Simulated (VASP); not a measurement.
**HfB2: single point with RPBE+D3(BJ)**

Crystal: HfB2.

```
CELL_PARAMETERS angstrom
3.04163 0.00000 0.00000
-1.52082 2.63413 0.00000
0.00000 0.00000 3.31921
ATOMIC_POSITIONS crystal
Hf 0.00000 0.00000 0.00000
B 0.33333 0.66667 0.50000
B 0.66667 0.33333 0.50000
```

```
Program             : VASP 6.6.1
Task                : single point
Functional          : RPBE
Dispersion          : D3(BJ)
Potentials or basis : VASP PAW PBE potentials, release 64 (Hf_pv, B)
Cutoff              : 500 eV
k mesh              : 8 × 8 × 6
Occupations         : fermi-dirac, width 0.02 eV
Spin                : no spin polarisation
```

```json
{"Pressure": "0.0 GPa", "Band gap on the k mesh": "zero (bands 8 and 9 overlap by 0.56 eV)", "Dispersion energy per atom": "-2.316 eV"}
```

Stress tensor (GPa, compression positive):
```
-0.30  0.00  0.00
 0.00 -0.30  0.00
 0.00  0.00  0.49
```

Levels at points of the mesh, in eV from the Fermi level:
```
           k point  band 4  band 5  band 6  band 7  band 8  band 9  band 10  band 11  band 12  band 13
(0.00, 0.00, 0.00)  -14.69   -3.52   -3.52   -3.50   -2.86    4.36     4.36     5.11     5.11     5.21
(0.50, 0.00, 0.00)  -10.65   -9.44   -4.70   -3.86   -3.50    2.16     2.85     6.14     6.22     6.86
(0.00, 0.00, 0.50)  -11.70   -9.05   -1.56   -1.56   -0.08   -0.08     0.83     0.83     2.63     5.01
(0.50, 0.00, 0.50)  -11.24   -7.90   -5.74   -5.39   -2.73    4.29     4.85     6.85     8.26     8.36
```

Run time: 9.8 s on 1 thread of Intel Xeon 8259CL, on a shared host, peak memory 0.16 GiB.

Caveat: the PAW data sets were made with another functional, which shifts forces and pressure a little; spin-orbit coupling is left out, which moves the levels of the heavy elements.
